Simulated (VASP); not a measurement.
# Ag: single point with PBEsol

Crystal: Ag.

```
Ag
1.0
     0.00000    6.08165   -6.08165
     6.08165    6.08165    0.00000
     6.08165    0.00000   -6.08165
Ag
27
Direct
  0.66667 0.00000 0.66667
  0.66667 0.33333 0.66667
  0.66667 0.66667 0.66667
  0.33333 0.00000 0.66667
  0.33333 0.33333 0.66667
  0.33333 0.66667 0.66667
  0.00000 0.00000 0.66667
  0.00000 0.33333 0.66667
  0.00000 0.66667 0.66667
  0.66667 0.00000 0.33333
  0.66667 0.33333 0.33333
  0.66667 0.66667 0.33333
  0.33333 0.00000 0.33333
  0.33333 0.33333 0.33333
  0.33333 0.66667 0.33333
  0.00000 0.00000 0.33333
  0.00000 0.33333 0.33333
  0.00000 0.66667 0.33333
  0.66667 0.00000 0.00000
  0.66667 0.33333 0.00000
  0.66667 0.66667 0.00000
  0.33333 0.00000 0.00000
  0.33333 0.33333 0.00000
  0.33333 0.66667 0.00000
  0.00000 0.00000 0.00000
  0.00000 0.33333 0.00000
  0.00000 0.66667 0.00000
```

- Program: VASP 6.6.1
- Task: single point
- Functional: PBEsol
- Potentials or basis: VASP PAW PBE potentials, release 64 (Ag)
- Cutoff: 520 eV
- k mesh: 4 × 4 × 4
- Occupations: gaussian, width 0.1 eV
- Spin: no spin polarisation

The pressure is -0.2 GPa.

Levels at points of the mesh, in eV from the Fermi level:
| k point | band 145 | band 146 | band 147 | band 148 | band 149 | band 150 | band 151 | band 152 | band 153 | band 154 |
| --- | --- | --- | --- | --- | --- | --- | --- | --- | --- | --- |
| (0.00, 0.00, 0.00) | -2.18 | -2.18 | -2.18 | -2.18 | -2.18 | -2.18 | 3.26 | 3.26 | 3.26 | 3.26 |
| (0.50, 0.00, 0.00) | -0.44 | -0.44 | -0.44 | -0.44 | -0.44 | -0.44 | 1.36 | 1.36 | 1.36 | 1.36 |
| (0.50, 0.50, 0.00) | -0.10 | -0.10 | -0.10 | -0.10 | -0.10 | 0.66 | 0.66 | 0.66 | 0.66 | 0.66 |

Wall time 21 min on 1 thread of Intel(R) Xeon(R) Platinum 8488C (Sapphire Rapids) (shared host), peak memory 0.77 GiB.

Caveat: the PAW data sets were made with another functional, which shifts forces and pressure a little.
